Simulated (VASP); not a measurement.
# CsNa3 (Fm-3m) in VASP: single point with LDA

Aim: the single point of CsNa3 with LDA.

All numbers are computed with VASP 6.6.1; they aren't measurements. Logs are shortened: lines on timing, memory, paths and dates and some standing lists are left out, and cuts for length are marked.

## 1. The cell of the first run

The structure is cubic, space group Fm-3m (No. 225). Conventional cell: a = 9.462 Å, b = 9.462 Å, c = 9.462 Å, α = 90.00°, β = 90.00°, γ = 90.00°. Cs (site symmetry m-3m) has 14 Na at 4.10 to 4.73 Å within 5.4 Å. Na (site symmetry -43m) has 4 Cs at 4.10 Å and 10 Na at 4.10 to 4.73 Å within 5.4 Å. Na (site symmetry m-3m) has 8 Na at 4.10 Å and 6 Cs at 4.73 Å within 5.4 Å.

## 2. Single point, LDA

INCAR

```
SYSTEM = CsNa3
PREC = Accurate
ENCUT = 520
EDIFF = 1E-6
ISMEAR = -1
SIGMA = 0.1
LREAL = .FALSE.
LASPH = .TRUE.
NELM = 100
ALGO = Normal
ISIF = 2
LWAVE = .FALSE.
LCHARG = .FALSE.
NBANDS = 23
```

KPOINTS

```
regular mesh
0
G
  4 4 4
  0 0 0
```

POSCAR

```
CsNa3
1.0
    0.0000000000      4.7311220000      4.7311220000
    4.7311220000      0.0000000000      4.7311220000
    4.7311220000      4.7311220000      0.0000000000
Cs Na
1 3
Direct
    0.0000000000      0.0000000000      0.0000000000
    0.2500000000      0.2500000000      0.2500000000
    0.7500000000      0.7500000000      0.7500000000
    0.5000000000      0.5000000000      0.5000000000
```

Potentials or basis: VASP PAW LDA potentials, release 64 (Cs_sv, Na_pv).

On the command line:

```sh
$ cat potpaw_LDA.64/Cs_sv/POTCAR potpaw_LDA.64/Na_pv/POTCAR > POTCAR
$ mpirun -np 1 vasp_std > vasp.out
```

OUTCAR:

```text
SYSTEM = CsNa3
   PREC = Accurate
   ENCUT = 520
   EDIFF = 1E-6
   ISMEAR = -1
   LREAL = .FALSE.
   LASPH = .TRUE.
   NELM = 100
   ISIF = 2

 ion  position               nearest neighbor table
   1  0.000  0.000  0.000-
   2  0.250  0.250  0.250-
   3  0.750  0.750  0.750-
   4  0.500  0.500  0.500-

  LATTYP: Found a face centered cubic cell.
 ALAT       =     9.4622440000

  Lattice vectors:

 A1 = (   0.0000000000,   4.7311220000,   4.7311220000)
 A2 = (   4.7311220000,   0.0000000000,   4.7311220000)
 A3 = (   4.7311220000,   4.7311220000,   0.0000000000)

Analysis of symmetry for initial positions (statically):
=====================================================================
 Subroutine PRICEL returns:
 Original cell was already a primitive cell.

 Routine SETGRP: Setting up the symmetry group for a
 face centered cubic supercell.

 Subroutine GETGRP returns: Found 48 space group operations
 (whereof 48 operations were pure point group operations)
 out of a pool of 48 trial point group operations.

The static configuration has the point symmetry O_h .

Analysis of symmetry for dynamics (positions and initial velocities):
=====================================================================
 Subroutine PRICEL returns:
 Original cell was already a primitive cell.

 Routine SETGRP: Setting up the symmetry group for a
 face centered cubic supercell.

 Subroutine GETGRP returns: Found 48 space group operations
 (whereof 48 operations were pure point group operations)
 out of a pool of 48 trial point group operations.

The dynamic configuration has the point symmetry O_h .

 Subroutine INISYM returns: Found 48 space group operations
 (whereof 48 operations are pure point group operations),
 and found     1 'primitive' translations

----------------------------------------------------------------------------------------

                                     Primitive cell

  volume of cell :     211.7983

  direct lattice vectors                    reciprocal lattice vectors
     0.000000000  4.731122000  4.731122000    -0.105683176  0.105683176  0.105683176
     4.731122000  0.000000000  4.731122000     0.105683176 -0.105683176  0.105683176
     4.731122000  4.731122000  0.000000000     0.105683176  0.105683176 -0.105683176

  length of vectors
     6.690816898  6.690816898  6.690816898     0.183048631  0.183048631  0.183048631

  position of ions in fractional coordinates (direct lattice)
     0.000000000  0.000000000  0.000000000
     0.250000000  0.250000000  0.250000000
     0.750000000  0.750000000  0.750000000
     0.500000000  0.500000000  0.500000000

  ion indices of the primitive-cell ions
   primitive index   ion index
                 1           1
                 2           2
                 3           3
                 4           4

----------------------------------------------------------------------------------------

 KPOINTS: regular mesh

Automatic generation of k-mesh.
 Grid dimensions read from file:
 generate k-points for:    4    4    4

 Generating k-lattice:

  Cartesian coordinates                     Fractional coordinates (reciprocal lattice)
    -0.026420794  0.026420794  0.026420794     0.250000000  0.000000000  0.000000000
     0.026420794 -0.026420794  0.026420794     0.000000000  0.250000000  0.000000000
     0.026420794  0.026420794 -0.026420794     0.000000000  0.000000000  0.250000000

  Length of vectors
     0.045762158  0.045762158  0.045762158

  Shift w.r.t. Gamma in fractional coordinates (k-lattice)
     0.000000000  0.000000000  0.000000000

 Subroutine IBZKPT returns following result:
 ===========================================

 Found      8 irreducible k-points:

 Following reciprocal coordinates:
            Coordinates               Weight
  0.000000  0.000000  0.000000      1.000000
  0.250000  0.000000  0.000000      8.000000
  0.500000  0.000000  0.000000      4.000000
  0.250000  0.250000  0.000000      6.000000
  0.500000  0.250000  0.000000     24.000000
 -0.250000  0.250000  0.000000     12.000000
  0.500000  0.500000  0.000000      3.000000
 -0.250000  0.500000  0.250000      6.000000
   k-points           NKPTS =      8   k-points in BZ     NKDIM =      8   number of bands    NBANDS=     23
   number of dos      NEDOS =    301   number of ions     NIONS =      4
   total plane-waves  NPLWV = 125000
   dimension x,y,z NGX =    50 NGY =   50 NGZ =   50
   dimension x,y,z NGXF=   100 NGYF=  100 NGZF=  100
   ions per type =               1   3
   NGX,Y,Z   is equivalent  to a cutoff of  12.42, 12.42, 12.42 a.u.
   NGXF,Y,Z  is equivalent  to a cutoff of  24.85, 24.85, 24.85 a.u.
 SYSTEM =  CsNa3
   PREC   = accura    normal or accurate (medium, high low for compatibility)
   ISTART =      0    job   : 0-new  1-cont  2-samecut
   ICHARG =      2    charge: 1-file 2-atom 10-const
   ISPIN  =      1    spin polarized calculation?
   LNONCOLLINEAR =      F non collinear calculations
   LSORBIT =      F    spin-orbit coupling
   LASPH  =      T    aspherical Exc in radial PAW
   ENCUT  =  520.0 eV  38.22 Ry    6.18 a.u.  12.44 12.44 12.44*2*pi/ulx,y,z
   NELM   =    100;   NELMIN=  2; NELMDL= -5     # of ELM steps
   EDIFF  = 0.1E-05   stopping-criterion for ELM
   LREAL  =      F    real-space projection
   EDIFFG = 0.1E-04   stopping-criterion for IOM
   NSW    =      0    number of steps for IOM
   IBRION =     -1    ionic relax: 0-MD 1-quasi-New 2-CG
   NFREE  =      0    steps in history (QN), initial steepest desc. (CG)
   ISIF   =      2    stress and relaxation
   ISYM   =      2    0-nonsym 1-usesym 2-fastsym
   POTIM  = 0.5000    time-step for ionic-motion
   TEBEG  =    0.0;   TEEND  =   0.0 temperature during run
   PSTRESS=    0.0 pullay stress
   NELECT =      30.0000    total number of electrons
   NUPDOWN=      -1.0000    fix difference up-down
   EMIN   =  10.00;   EMAX   =-10.00  energy-range for DOS
   EFERMI =   0.00;   METHOD = LEGACY
   ISMEAR =    -1;   SIGMA  =   0.10  broadening in eV -4-tet -1-fermi 0-gaus
   EFERMI_NEDOS =   21; number of points for ismear=-14 and -15
   IALGO  =     38    algorithm
   IMIX   =      4    mixing-type and parameters
     AMIX     =   0.40;   BMIX     =  1.00
     AMIX_MAG =   1.60;   BMIX_MAG =  1.00
  volume/ion in A,a.u.               =      52.95       357.32
  Fermi-wavevector in a.u.,A,eV,Ry     =   0.853377  1.612649  9.908482  0.728253
  Thomas-Fermi vector in A             =   1.969810
   LORBIT       =      0    0 simple, 1 ext, 2 COOP (PROOUT), +10 PAW based schemes
   GGA     = CA    functional components
   LHFCALC =     F    Hartree Fock is set to
   AEXX    =    0.0000 exact exchange contribution
   IVDW    =     0    specifies the selected vdW correction
   LEPSILON=     F    determine dielectric tensor
   LRPA    =     F    only Hartree local field effects (RPA)
 non-spin polarized calculation
  energy-cutoff  :      520.00
  volume of cell :      211.80
 maximum number of plane-waves:      5769
 NGX is ok and might be reduce to    50
   NGX = 25   NGY = 25   NGZ = 25

 number of electron      30.0000004 magnetization

 Free energy of the ion-electron system (eV)
  ---------------------------------------------------
  ext. energy  EPLUGINS =         0.00000000
  ---------------------------------------------------
  free energy    TOTEN  =        -5.09622003 eV

  energy without entropy =       -4.98458400  energy(sigma->0) =       -5.04040202

 E-fermi :   0.2000     XC(G=0):  -6.3775

 val. band max:        0.0729088151   @ k =  -0.2500   0.2500   0.0000
 cond. band min:       0.2484631620   @ k =  -0.2500   0.2500   0.0000
 fundamental gap:      0.1755543470
 Fermi energy:         0.2000392419

 k-point     1 :       0.0000    0.0000    0.0000
  band No.  band energies     occupation
      1     -24.9741      2.00000
      2     -24.9741      2.00000
      3     -24.9741      2.00000
      4     -24.9731      2.00000
      5     -24.9731      2.00000
      6     -24.9731      2.00000
[... 15 lines left out ...]
     22       2.8591      0.00000
     23       2.8591      0.00000

 k-point     2 :       0.2500    0.0000    0.0000
  band No.  band energies     occupation
      1     -24.9740      2.00000
      2     -24.9739      2.00000
      3     -24.9739      2.00000
      4     -24.9732      2.00000
      5     -24.9732      2.00000
      6     -24.9732      2.00000
[... 15 lines left out ...]
     22       3.7431      0.00000
     23       3.7431      0.00000

 k-point     3 :       0.5000    0.0000    0.0000
  band No.  band energies     occupation
      1     -24.9737      2.00000
      2     -24.9736      2.00000
      3     -24.9736      2.00000
      4     -24.9736      2.00000
      5     -24.9736      2.00000
      6     -24.9736      2.00000
[... 15 lines left out ...]
     22       3.2066      0.00000
     23       3.2066      0.00000

 k-point     4 :       0.2500    0.2500    0.0000
  band No.  band energies     occupation
      1     -24.9742      2.00000
      2     -24.9742      2.00000
      3     -24.9737      2.00000
      4     -24.9734      2.00000
      5     -24.9730      2.00000
      6     -24.9730      2.00000
[... 15 lines left out ...]
     22       3.5574      0.00000
     23       4.1363      0.00000

 k-point     5 :       0.5000    0.2500    0.0000
  band No.  band energies     occupation
      1     -24.9742      2.00000
      2     -24.9741      2.00000
      3     -24.9740      2.00000
      4     -24.9732      2.00000
      5     -24.9731      2.00000
      6     -24.9731      2.00000
[... 15 lines left out ...]
     22       3.5671      0.00000
     23       3.6927      0.00000

 k-point     6 :      -0.2500    0.2500    0.0000
  band No.  band energies     occupation
      1     -24.9742      2.00000
      2     -24.9737      2.00000
      3     -24.9737      2.00000
      4     -24.9736      2.00000
      5     -24.9735      2.00000
      6     -24.9730      2.00000
[... 15 lines left out ...]
     22       3.6777      0.00000
     23       3.8829      0.00000

 k-point     7 :       0.5000    0.5000    0.0000
  band No.  band energies     occupation
      1     -24.9744      2.00000
      2     -24.9743      2.00000
      3     -24.9743      2.00000
      4     -24.9729      2.00000
      5     -24.9729      2.00000
      6     -24.9728      2.00000
[... 15 lines left out ...]
     22       3.4100      0.00000
     23       5.0714      0.00000

 k-point     8 :      -0.2500    0.5000    0.2500
  band No.  band energies     occupation
      1     -24.9744      2.00000
      2     -24.9742      2.00000
      3     -24.9736      2.00000
      4     -24.9736      2.00000
      5     -24.9729      2.00000
      6     -24.9729      2.00000
[... 15 lines left out ...]
     22       3.6298      0.00000
     23       4.7285      0.00000

------------------------ aborting loop because EDIFF is reached ----------------------------------------

  FORCE on cell =-STRESS in cart. coord.  units (eV):
  Direction    XX          YY          ZZ          XY          YZ          ZX
  --------------------------------------------------------------------------------------
  -------------------------------------------------------------------------------------
  Total       -0.7312473     -0.7312473     -0.7312473     -0.0000000     -0.0000000      0.0000000
  in kB       -5.5316213     -5.5316213     -5.5316213     -0.0000000     -0.0000000      0.0000000
  external PRESSURE =      -5.5316213 kB  Pullay stress =       0.0000000 kB

 VOLUME and BASIS-vectors are now :
 -----------------------------------------------------------------------------
  energy-cutoff  :      520.00
  volume of cell :      211.80
      direct lattice vectors                 reciprocal lattice vectors
     0.000000000  4.731122000  4.731122000    -0.105683176  0.105683176  0.105683176
     4.731122000  0.000000000  4.731122000     0.105683176 -0.105683176  0.105683176
     4.731122000  4.731122000  0.000000000     0.105683176  0.105683176 -0.105683176

 POSITION                                       TOTAL-FORCE (eV/Angst)
 -----------------------------------------------------------------------------------
      0.00000      0.00000      0.00000        -0.000000      0.000000     -0.000000
      2.36556      2.36556      2.36556         0.000000     -0.000000     -0.000000
      7.09668      7.09668      7.09668         0.000000      0.000000      0.000000
      4.73112      4.73112      4.73112        -0.000000      0.000000     -0.000000
 -----------------------------------------------------------------------------------
    total drift:                               -0.000000     -0.000000     -0.000000

  FREE ENERGIE OF THE ION-ELECTRON SYSTEM (eV)
  ---------------------------------------------------
  free  energy   TOTEN  =        -5.0962200275 eV

  energy  without entropy=       -4.9845840044  energy(sigma->0) =       -5.04040202
```

It took 28 s on 1 thread of Intel Xeon Platinum 8259CL at 2.50GHz (Skylake/Cascade Lake), shared host; peak memory 0.27 GiB.

What came out:

```
Free energy            : -5.0962 eV
Pressure               : -0.6 GPa
Band gap on the k mesh : zero (bands 15 and 16 overlap by 1.64 eV)
```

Levels at points of the mesh, in eV from the Fermi level:
```
           k point  band 13  band 14  band 15  band 16  band 17  band 18
(0.00, 0.00, 0.00)   -10.03    -2.54     1.24     1.24     1.24     2.39
(0.50, 0.00, 0.00)   -10.03    -1.20    -1.11     1.06     1.06     2.02
(0.50, 0.50, 0.00)   -10.04    -0.90    -0.63     0.07     1.09     1.09
```

Caveat: spin-orbit coupling is left out, which moves the levels of the heavy elements.

The gap in the log of VASP goes by the Fermi energy; the results here count the filled bands.